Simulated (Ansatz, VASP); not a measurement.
AlN: VASP beside Ansatz

```
CELL_PARAMETERS angstrom
0.00000 2.03451 2.03451
2.03451 0.00000 2.03451
2.03451 2.03451 0.00000
ATOMIC_POSITIONS crystal
Al 0.00000 0.00000 0.00000
N 0.50000 0.50000 0.50000
```

Change from the starting cell: species swapped into the SbRh type (Pnma, No. 62).

Alike in both runs: functional PBE; k mesh 8 × 8 × 8; occupations gaussian, width 0.1 eV; no spin polarisation.

Ansatz relaxed the structure, and its values are those at the end. VASP's run is a single point on that final structure, the one shown.

|  | VASP | Ansatz |
| --- | --- | --- |
| version | VASP 6.6.1 | Ansatz 0.2.0 |
| potentials or method | VASP PAW PBE potentials, release 64 (Al, N), cutoff 600 eV | scalar-relativistic, plane waves, PAW |
| valence electrons in the cell | 8 | 8 |

VASP gave:

* gap on the k mesh at the Fermi level (eV): 4.42
* least direct gap on the mesh (eV): 5.41
* pressure (GPa): -0.1

Problem. Which values does Ansatz return?

Solution. gap on the k mesh at the Fermi level (eV): 4.45; least direct gap on the mesh (eV): 5.40; pressure (GPa): 0.3.
